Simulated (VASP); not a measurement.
Wanted: the native input for a VASP 6.6.1 run.

| Property | Result |
| --- | --- |
| Task | single point |
| Functional | RPBE |
| Potentials or basis | VASP PAW PBE potentials, release 64 (Cs_sv) |
| Cutoff | 520 eV |
| k mesh | 7 × 7 × 2 |
| Occupations | fermi-dirac, width 0.1 eV |
| Spin | no spin polarisation |
| Dipole correction | no |
| Further INCAR settings | ALGO = Normal; EDIFF = 1e-07; NBANDS = 26 |

The structure of Cs lies in POSCAR:

```
Cs
1.0
    5.9161455528      0.0000000000      0.0000000000
   -2.9580727764      5.1235323412      0.0000000000
    0.0000000000      0.0000000000     19.4171150988
Cs
4
Direct
    1.0000000000      0.0000000000      1.0000000000
    1.0000000000      0.0000000000      0.5000000000
    0.3333333333      0.6666666667      0.2500000000
    0.6666666667      0.3333333333      0.7500000000
```

This isn't the form of Cs at room conditions, which is bcc.

The input as run:

INCAR

```
PREC = Accurate ; ENCUT = 520
EDIFF = 1E-7 ; ISMEAR = -1
SIGMA = 0.1 ; LREAL = F
LASPH = T ; NELM = 60
ALGO = Normal ; ISIF = 2
LWAVE = F ; LCHARG = T
GGA = RP ; LELF = T
LVHAR = T ; NBANDS = 26
```

KPOINTS

```
regular mesh
0
Gamma
  7 7 2
```

Potentials or basis: VASP PAW PBE potentials, release 64 (Cs_sv).

Command:

```bash
$ cat potpaw_PBE.64/Cs_sv/POTCAR > POTCAR
$ mpirun -np 1 vasp_std > vasp.out
```

Results of the run:

The pressure is -0.1 GPa and the band gap on the k mesh is zero (bands 18 and 19 overlap by 1.39 eV).

Caveat: the PAW data sets were made with another functional, which shifts forces and pressure a little; spin-orbit coupling is left out, which moves the levels of the heavy elements.

It took 4.1 min on 1 thread of Intel(R) Xeon(R) Platinum 8559C (Emerald Rapids) (shared host), peak memory 0.73 GiB.
